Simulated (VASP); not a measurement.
A run of VASP 6.6.1:

Contents of POSCAR:

```
BaTe
1.0
    0.0000000000      3.6873675059      3.6873675059
    3.6873675059      0.0000000000      3.6873675059
    3.6873675059      3.6873675059      0.0000000000
Ba Te
1 1
Direct
    0.0000000000      0.0000000000      0.0000000000
    0.5000000000      0.5000000000      0.5000000000
```

Contents of INCAR.step1:

```
PREC = Accurate
ENCUT = 520
ISMEAR = 0
SIGMA = 0.02
LREAL = False
LASPH = True
NELM = 60
NBANDS = 15
GGA = PE
ALGO = Normal
EDIFF = 1E-4
LWAVE = True
LCHARG = False
```

Contents of INCAR.step2:

```
PREC = Accurate
ENCUT = 520
EDIFF = 1E-6
ISMEAR = 0
SIGMA = 0.02
LREAL = False
LASPH = True
NELM = 60
ALGO = Normal
ISIF = 2
LWAVE = False
LCHARG = False
METAGGA = R2SCAN
LMIXTAU = True
NBANDS = 15
ISTART = 1
```

Contents of KPOINTS:

```
Automatic mesh
0
Gamma
  8 8 8
```

Potentials or basis: VASP PAW PBE potentials, release 64 (Ba_sv, Te).

Command:

```bash
$ cat potpaw_PBE.64/Ba_sv/POTCAR potpaw_PBE.64/Te/POTCAR > POTCAR
$ cp INCAR.step1 INCAR
$ mpirun -np 1 vasp_std > vasp.out
$ cp INCAR.step2 INCAR
$ mpirun -np 1 vasp_std > vasp.out
```

Hardware: 1 thread of Intel(R) Xeon(R) 6975P-C (Granite Rapids) (shared host).

How long does it take, and how much memory?

Wall time 81 s on 1 thread of Intel(R) Xeon(R) 6975P-C (Granite Rapids), with other jobs on the host, peak memory 0.28 GiB. Counts: k points 29.
